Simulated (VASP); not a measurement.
# TiSi in VASP: a series of runs

TiSi is run at these levels: PBEsol; tasks: single point.

Everything below comes from runs of VASP 6.6.1. Logs are shortened: lines on timing, memory, paths and dates and some standing lists are left out, and cuts for length are marked.

### Step 1. The cell of the first run

The typed cell holds 2 atoms: a = 3.570 Å, b = 2.885 Å, c = 2.885 Å, α = 72.05°, β = 90.00°, γ = 90.00°.

### Step 2. Single point, PBEsol

Contents of INCAR:

```
SYSTEM = TiSi
ALGO = Normal ; EDIFF = 1E-6
ENCUT = 520 ; GGA = PS
ISIF = 2 ; ISMEAR = 0
LASPH = .TRUE. ; LCHARG = .FALSE.
LREAL = .FALSE. ; LWAVE = .FALSE.
NBANDS = 15 ; NELM = 80
PREC = Accurate ; SIGMA = 0.15
```

Contents of KPOINTS:

```
k-points
0
G
  18 24 24
  0 0 0
```

Contents of POSCAR:

```
TiSi
1.0
    3.5695046023      0.0000000000      0.0000000000
    0.0000000000      1.6965426491      2.3330095051
    0.0000000000     -1.6965426491      2.3330095051
Ti Si
1 1
Direct
    0.0000000000      0.0507344298      0.0507344298
    0.5000000000      0.5507655702      0.5507655702
```

Potentials or basis: VASP PAW PBE potentials, release 64 (Ti_sv, Si).

The run is started by

```
cat potpaw_PBE.64/Ti_sv/POTCAR potpaw_PBE.64/Si/POTCAR > POTCAR
mpirun -np 1 vasp_std > vasp.out
```

OUTCAR:

```text
SYSTEM = TiSi
   EDIFF = 1E-6
   ENCUT = 520
   GGA = PS
   ISIF = 2
   ISMEAR = 0
   LASPH = .TRUE.
   LREAL = .FALSE.
   NELM = 80
   PREC = Accurate

 ion  position               nearest neighbor table
   1  0.000  0.051  0.051-   2 2.46   2 2.46   2 2.46   2 2.46   2 2.94   2 2.94   2 2.94   2 2.94

   2  0.500  0.551  0.551-   1 2.46   1 2.46   1 2.46   1 2.46   1 2.94   1 2.94   1 2.94   1 2.94

  LATTYP: Found a base centered orthorhombic cell.
 ALAT       =     3.3930852982
 B/A-ratio  =     1.3751552349
 C/A-ratio  =     1.0519937722

  Lattice vectors:

 A1 = (   0.0000000000,   1.6965426491,  -2.3330095051)
 A2 = (   0.0000000000,   1.6965426491,   2.3330095051)
 A3 = (   3.5695046023,   0.0000000000,   0.0000000000)

Analysis of symmetry for initial positions (statically):
=====================================================================
 Subroutine PRICEL returns:
 Original cell was already a primitive cell.

 Routine SETGRP: Setting up the symmetry group for a
 base centered orthorhombic supercell.

 Subroutine GETGRP returns: Found  4 space group operations
 (whereof  4 operations were pure point group operations)
 out of a pool of  8 trial point group operations.

The static configuration has the point symmetry C_2v.

Analysis of symmetry for dynamics (positions and initial velocities):
=====================================================================
 Subroutine PRICEL returns:
 Original cell was already a primitive cell.

 Routine SETGRP: Setting up the symmetry group for a
 base centered orthorhombic supercell.

 Subroutine GETGRP returns: Found  4 space group operations
 (whereof  4 operations were pure point group operations)
 out of a pool of  8 trial point group operations.

The dynamic configuration has the point symmetry C_2v.

 Subroutine INISYM returns: Found  4 space group operations
 (whereof  4 operations are pure point group operations),
 and found     1 'primitive' translations

----------------------------------------------------------------------------------------

                                     Primitive cell

  volume of cell :      28.2566

  direct lattice vectors                    reciprocal lattice vectors
     3.569504602  0.000000000  0.000000000     0.280150920  0.000000000  0.000000000
     0.000000000  1.696542649  2.333009505     0.000000000  0.294717024  0.214315458
     0.000000000 -1.696542649  2.333009505     0.000000000 -0.294717024  0.214315458

  length of vectors
     3.569504602  2.884647346  2.884647346     0.280150920  0.364402579  0.364402579

  position of ions in fractional coordinates (direct lattice)
     0.000000000  0.050734430  0.050734430
     0.500000000  0.550765570  0.550765570

  ion indices of the primitive-cell ions
   primitive index   ion index
                 1           1
                 2           2

----------------------------------------------------------------------------------------

 KPOINTS: k-points

Automatic generation of k-mesh.
 Grid dimensions read from file:
 generate k-points for:   18   24   24

 Generating k-lattice:

  Cartesian coordinates                     Fractional coordinates (reciprocal lattice)
     0.015563940  0.000000000  0.000000000     0.055555556  0.000000000  0.000000000
     0.000000000  0.012279876  0.008929811     0.000000000  0.041666667  0.000000000
     0.000000000 -0.012279876  0.008929811     0.000000000  0.000000000  0.041666667

  Length of vectors
     0.015563940  0.015183441  0.015183441

  Shift w.r.t. Gamma in fractional coordinates (k-lattice)
     0.000000000  0.000000000  0.000000000

 Subroutine IBZKPT returns following result:
 ===========================================

 Found   1570 irreducible k-points:

 Following reciprocal coordinates:
            Coordinates               Weight
  0.000000  0.000000  0.000000      1.000000
  0.055556  0.000000  0.000000      2.000000
  0.111111  0.000000  0.000000      2.000000
  0.166667  0.000000  0.000000      2.000000
  0.222222  0.000000  0.000000      2.000000
  0.277778  0.000000  0.000000      2.000000
[... 16 lines left out ...]
  0.111111  0.083333  0.000000      8.000000
  0.166667  0.083333  0.000000      8.000000
 [... further k-points ...]
   k-points           NKPTS =   1570   k-points in BZ     NKDIM =   1570   number of bands    NBANDS=     15
   number of dos      NEDOS =    301   number of ions     NIONS =      2
   total plane-waves  NPLWV =  16128
   dimension x,y,z NGX =    28 NGY =   24 NGZ =   24
   dimension x,y,z NGXF=    56 NGYF=   48 NGZF=   48
   ions per type =               1   1
   NGX,Y,Z   is equivalent  to a cutoff of  13.04, 13.83, 13.83 a.u.
   NGXF,Y,Z  is equivalent  to a cutoff of  26.08, 27.66, 27.66 a.u.
 SYSTEM =  TiSi
   PREC   = accura    normal or accurate (medium, high low for compatibility)
   ISTART =      0    job   : 0-new  1-cont  2-samecut
   ICHARG =      2    charge: 1-file 2-atom 10-const
   ISPIN  =      1    spin polarized calculation?
   LNONCOLLINEAR =      F non collinear calculations
   LSORBIT =      F    spin-orbit coupling
   LASPH  =      T    aspherical Exc in radial PAW
   ENCUT  =  520.0 eV  38.22 Ry    6.18 a.u.   6.64  5.36  5.36*2*pi/ulx,y,z
   NELM   =     80;   NELMIN=  2; NELMDL= -5     # of ELM steps
   EDIFF  = 0.1E-05   stopping-criterion for ELM
   LREAL  =      F    real-space projection
   EDIFFG = 0.1E-04   stopping-criterion for IOM
   NSW    =      0    number of steps for IOM
   IBRION =     -1    ionic relax: 0-MD 1-quasi-New 2-CG
   NFREE  =      0    steps in history (QN), initial steepest desc. (CG)
   ISIF   =      2    stress and relaxation
   ISYM   =      2    0-nonsym 1-usesym 2-fastsym
   POTIM  = 0.5000    time-step for ionic-motion
   TEBEG  =    0.0;   TEEND  =   0.0 temperature during run
   PSTRESS=    0.0 pullay stress
   NELECT =      16.0000    total number of electrons
   NUPDOWN=      -1.0000    fix difference up-down
   EMIN   =  10.00;   EMAX   =-10.00  energy-range for DOS
   EFERMI =   0.00;   METHOD = LEGACY
   ISMEAR =     0;   SIGMA  =   0.15  broadening in eV -4-tet -1-fermi 0-gaus
   EFERMI_NEDOS =   21; number of points for ismear=-14 and -15
   IALGO  =     38    algorithm
   IMIX   =      4    mixing-type and parameters
     AMIX     =   0.40;   BMIX     =  1.00
     AMIX_MAG =   1.60;   BMIX_MAG =  1.00
  volume/ion in A,a.u.               =      14.13        95.34
  Fermi-wavevector in a.u.,A,eV,Ry     =   1.354384  2.559414 24.957921  1.834355
  Thomas-Fermi vector in A             =   2.481560
   LORBIT       =      0    0 simple, 1 ext, 2 COOP (PROOUT), +10 PAW based schemes
   GGA     = PS    functional components
   LHFCALC =     F    Hartree Fock is set to
   AEXX    =    0.0000 exact exchange contribution
   IVDW    =     0    specifies the selected vdW correction
   LEPSILON=     F    determine dielectric tensor
   LRPA    =     F    only Hartree local field effects (RPA)
 non-spin polarized calculation
 Gauss-broadening in eV      SIGMA  =   0.15
  energy-cutoff  :      520.00
  volume of cell :       28.26
 maximum number of plane-waves:       787
 NGX is ok and might be reduce to    28

 number of electron      15.9999999 magnetization

 Free energy of the ion-electron system (eV)
  ---------------------------------------------------
  ext. energy  EPLUGINS =         0.00000000
  ---------------------------------------------------
  free energy    TOTEN  =       -15.12060988 eV

  energy without entropy =      -15.10568569  energy(sigma->0) =      -15.11314778

 E-fermi :  10.0879     XC(G=0): -11.9820

 val. band max:       10.0873286353   @ k =   0.5000   0.3750   0.2500
 cond. band min:      10.0888047775   @ k =   0.3333  -0.3333   0.2500
 fundamental gap:      0.0014761422
 Fermi energy:        10.0879174444

 k-point     1 :       0.0000    0.0000    0.0000
  band No.  band energies     occupation
      1     -46.0451      2.00000
      2     -22.5164      2.00000
      3     -22.2250      2.00000
      4     -22.1572      2.00000
      5      -1.2909      2.00000
      6       8.0245      2.00000
      7       9.6678      1.99993
      8       9.7853      1.99567
      9      11.6268      0.00000
     10      12.0845      0.00000
     11      12.8316      0.00000
     12      15.2820      0.00000
     13      16.4218      0.00000
     14      17.9287      0.00000
     15      19.8983      0.00000

 k-point     2 :       0.0556    0.0000    0.0000
  band No.  band energies     occupation
      1     -46.0450      2.00000
      2     -22.5189      2.00000
      3     -22.2248      2.00000
      4     -22.1571      2.00000
      5      -1.2542      2.00000
      6       7.8489      2.00000
      7       9.6790      1.99988
      8       9.8846      1.94476
      9      11.5553      0.00000
     10      12.0940      0.00000
     11      12.8123      0.00000
     12      15.4071      0.00000
     13      16.4584      0.00000
     14      18.0580      0.00000
     15      19.8343      0.00000

 k-point     3 :       0.1111    0.0000    0.0000
  band No.  band energies     occupation
      1     -46.0446      2.00000
      2     -22.5262      2.00000
      3     -22.2245      2.00000
      4     -22.1568      2.00000
      5      -1.1455      2.00000
      6       7.4114      2.00000
      7       9.7118      1.99961
      8      10.1085      0.84624
      9      11.3692      0.00000
     10      12.1210      0.00000
     11      12.7579      0.00000
     12      15.7532      0.00000
     13      16.5649      0.00000
     14      18.4223      0.00000
     15      19.6548      0.00000

 k-point     4 :       0.1667    0.0000    0.0000
  band No.  band energies     occupation
      1     -46.0440      2.00000
      2     -22.5372      2.00000
      3     -22.2239      2.00000
      4     -22.1564      2.00000
      5      -0.9688      2.00000
      6       6.8380      2.00000
      7       9.7631      1.99780
      8      10.3680      0.00827
      9      11.1250      0.00000
     10      12.1619      0.00000
     11      12.6780      0.00000
     12      16.2611      0.00000
     13      16.7330      0.00000
     14      18.9518      0.00000
     15      19.3913      0.00000
[... 307 lines left out ...]
 k-point    22 :       0.0556    0.0833    0.0000
  band No.  band energies     occupation
      1     -46.0413      2.00000
      2     -22.5149      2.00000
      3     -22.2430      2.00000
      4     -22.1704      2.00000
      5      -1.1112      2.00000
      6       7.9309      2.00000
      7       9.5637      2.00000
      8       9.6260      1.99999
      9      11.8808      0.00000
     10      12.0217      0.00000
     11      12.8396      0.00000
     12      14.8825      0.00000
     13      16.3447      0.00000
     14      18.0694      0.00000
     15      20.2994      0.00000

 k-point    23 :       0.1111    0.0833    0.0000
  band No.  band energies     occupation
      1     -46.0409      2.00000
      2     -22.5220      2.00000
      3     -22.2426      2.00000
      4     -22.1701      2.00000
      5      -1.0048      2.00000
      6       7.4926      2.00000
      7       9.6157      1.99999
      8       9.8007      1.99324
      9      11.7088      0.00000
     10      12.0532      0.00000
     11      12.7720      0.00000
     12      15.2051      0.00000
     13      16.4368      0.00000
     14      18.4367      0.00000
     15      20.1720      0.00000

 k-point    24 :       0.1667    0.0833    0.0000
  band No.  band energies     occupation
      1     -46.0403      2.00000
      2     -22.5329      2.00000
      3     -22.2419      2.00000
      4     -22.1696      2.00000
      5      -0.8321      2.00000
      6       6.9263      2.00000
      7       9.6746      1.99990
      8       9.9909      1.63984
      9      11.5067      0.00000
     10      12.0944      0.00000
     11      12.6745      0.00000
     12      15.6410      0.00000
     13      16.6009      0.00000
     14      18.9674      0.00000
     15      19.9980      0.00000

 [... further k-points ...]

------------------------ aborting loop because EDIFF is reached ----------------------------------------

  FORCE on cell =-STRESS in cart. coord.  units (eV):
  Direction    XX          YY          ZZ          XY          YZ          ZX
  --------------------------------------------------------------------------------------
  -------------------------------------------------------------------------------------
  Total        2.5488704      2.7810960     -1.1166403      0.0000000      0.0000000      0.0000000
  in kB      144.5237097    157.6911517    -63.3147156      0.0000000      0.0000000      0.0000000
  external PRESSURE =      79.6333819 kB  Pullay stress =       0.0000000 kB

 VOLUME and BASIS-vectors are now :
 -----------------------------------------------------------------------------
  energy-cutoff  :      520.00
  volume of cell :       28.26
      direct lattice vectors                 reciprocal lattice vectors
     3.569504602  0.000000000  0.000000000     0.280150920  0.000000000  0.000000000
     0.000000000  1.696542649  2.333009505     0.000000000  0.294717024  0.214315458
     0.000000000 -1.696542649  2.333009505     0.000000000 -0.294717024  0.214315458

 POSITION                                       TOTAL-FORCE (eV/Angst)
 -----------------------------------------------------------------------------------
      0.00000      0.00000      0.23673         0.000000      0.000000      0.000002
      1.78475      0.00000      2.56988         0.000000      0.000000     -0.000002
 -----------------------------------------------------------------------------------
    total drift:                               -0.000000     -0.000000     -0.000063

  FREE ENERGIE OF THE ION-ELECTRON SYSTEM (eV)
  ---------------------------------------------------
  free  energy   TOTEN  =       -15.1206098807 eV

  energy  without entropy=      -15.1056856850  energy(sigma->0) =      -15.11314778
```

Run time: 4.5 min. Hardware: 1 thread of Intel Xeon Platinum 8488C (Sapphire Rapids), shared host; peak memory 0.71 GiB.

Results:

| Item | Value |
| --- | --- |
| Free energy | -15.1206 eV |
| Pressure | 8.0 GPa |
| Band gap on the k mesh | zero (bands 8 and 9 overlap by 1.25 eV) |

Stress tensor (GPa, compression positive):
```
14.45  0.00  0.00
 0.00 15.77  0.00
 0.00  0.00 -6.33
```

Caveat: the stress differs along the axes, from -6 to 16 GPa; the PAW data sets were made with another functional, which shifts forces and pressure a little.

### Step 3. Single point, PBEsol

This run uses another cell than the first one, of the same volume but with other edges.

Contents of INCAR:

```
PREC     = Accurate       # precision mode
ENCUT    = 520            # plane-wave cutoff, eV
EDIFF    = 1E-6           # SCF threshold, eV
ISMEAR   = 0              # smearing method
SIGMA    = 0.15           # smearing width, eV
LREAL    = False          # projectors in reciprocal space
LASPH    = True           # aspherical terms in the spheres
NELM     = 100            # most SCF steps
ALGO     = Normal         # electronic algorithm
ISIF     = 2              # what is computed and relaxed
LWAVE    = False          # write WAVECAR
LCHARG   = False          # write CHGCAR
GGA      = PS             # functional
NBANDS   = 15             # bands
```

Contents of KPOINTS:

```
Automatic mesh
0
Gamma
  18 24 24
```

Contents of POSCAR:

```
TiSi
1.0
    3.9000701542      0.0000000000      0.0000000000
    0.0000000000      1.8536564841      1.9542834869
    0.0000000000     -1.8536564841      1.9542834869
Ti Si
1 1
Direct
    0.0000000000      0.0507344298      0.0507344298
    0.5000000000      0.5507655702      0.5507655702
```

Potentials or basis: VASP PAW PBE potentials, release 64 (Ti_sv, Si).

The run is started by

```
cat potpaw_PBE.64/Ti_sv/POTCAR potpaw_PBE.64/Si/POTCAR > POTCAR
mpirun -np 1 vasp_std > vasp.out
```

It took 4.1 min on 1 thread of Intel Xeon Platinum 8488C (Sapphire Rapids), shared host; peak memory 0.7 GiB.

The run converged. Its results:

```yaml
Free_energy: -15.3087 eV
Pressure: -1.2 GPa
Band_gap_on_the_k_mesh: zero (bands 8 and 9 overlap by 1.80 eV)
```

Stress tensor (GPa, compression positive):
```
-4.66  0.00  0.00
 0.00 -0.47  0.00
 0.00  0.00  1.64
```

Levels at points of the mesh, in eV from the Fermi level:
| k point | band 5 | band 6 | band 7 | band 8 | band 9 | band 10 | band 11 | band 12 |
| --- | --- | --- | --- | --- | --- | --- | --- | --- |
| (0.00, 0.00, 0.00) | -12.21 | -2.79 | -2.40 | -1.48 | 1.97 | 2.21 | 3.43 | 5.88 |
| (0.50, 0.00, 0.00) | -10.99 | -6.82 | -1.23 | 0.05 | 1.16 | 1.52 | 3.46 | 6.75 |
| (0.00, 0.50, 0.00) | -7.80 | -6.71 | -3.34 | -0.79 | 1.47 | 2.57 | 4.40 | 4.43 |
| (0.50, 0.50, 0.00) | -8.22 | -5.33 | -2.69 | -1.79 | 1.06 | 1.62 | 2.23 | 2.91 |
| (0.00, 0.50, 0.50) | -5.57 | -3.27 | -2.44 | -1.26 | -1.03 | -0.78 | 2.35 | 3.12 |
| (0.50, 0.50, 0.50) | -4.64 | -4.05 | -4.04 | -2.54 | 1.93 | 2.10 | 3.52 | 3.93 |

Caveat: the stress differs along the axes, from -5 to 2 GPa; the PAW data sets were made with another functional, which shifts forces and pressure a little.
